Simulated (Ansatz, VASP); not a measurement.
## Ru: VASP beside Ansatz

Contents of INCAR:

```
ALGO = Normal
EDIFF = 1E-6
EDIFFG = -0.01
ENCUT = 600
GGA = PE
IBRION = 2
ISIF = 3
ISMEAR = -1
LASPH = T
LCHARG = F
LREAL = F
LWAVE = F
NELM = 80
NSW = 80
PREC = Accurate
SIGMA = 0.05
```

Contents of KPOINTS:

```
k-points
0
Gamma
  16 16 9
```

Contents of POSCAR:

```
Ru
1.0
    2.7038900000      0.0000000000      0.0000000000
   -1.3519450000      2.3416374290      0.0000000000
    0.0000000000      0.0000000000      4.2816800000
Ru
2
Direct
    0.3333333333      0.6666666667      0.2500000000
    0.6666666667      0.3333333333      0.7500000000
```

Input for Ansatz:

```yaml
crystal:
  lattice:
    - [2.70389, 0.0, 0.0]
    - [-1.351945, 2.341637429, 0.0]
    - [0.0, 0.0, 4.28168]
  atoms:
    - { symbol: Ru, position: [0.3333333333, 0.6666666667, 0.25] }
    - { symbol: Ru, position: [0.6666666667, 0.3333333333, 0.75] }
basis:
  ecutwfc: 420
  xc_grid: 2
hamiltonian:
  xc: pbe
  pseudopotentials: { kind: paw, azcp: { folder: soft_1 } }
kpoints:
  mp_grid: { grid: [16, 16, 9] }
scf:
  occupations: { method: fermi_dirac, width: 0.05 }
  max_iter: 150
output:
  forces: true
  stress: true
relax:
  f_tol: 0.01
  max_steps: 60
  cell: {}
checkpoint:
  write: "../pbe.run"
  compress: false
  write_wavefunctions: false
  write_every: 100000
```

Alike in both runs: task relaxation of cell and atoms; functional PBE; k mesh 16 × 16 × 9; occupations fermi-dirac, width 0.05 eV; no spin polarisation.

|  | VASP | Ansatz |
| --- | --- | --- |
| version | VASP 6.6.1 | Ansatz 0.2.0 |
| potentials or method | VASP PAW PBE potentials, release 64 (Ru_pv), cutoff 600 eV | plane-wave PAW DFT |
| valence electrons in the cell | 28 | 32 |

```csv
,VASP,Ansatz,Ansatz less VASP
relaxed volume (Å³/atom),13.76,13.76,+0.005
relaxed cell length with the largest relative difference (Å),2.722,2.722,+0.0004
```

VASP's potentials hold 28 valence electrons a cell and Ansatz's 32, so a difference there can come from the potentials and not from the codes.
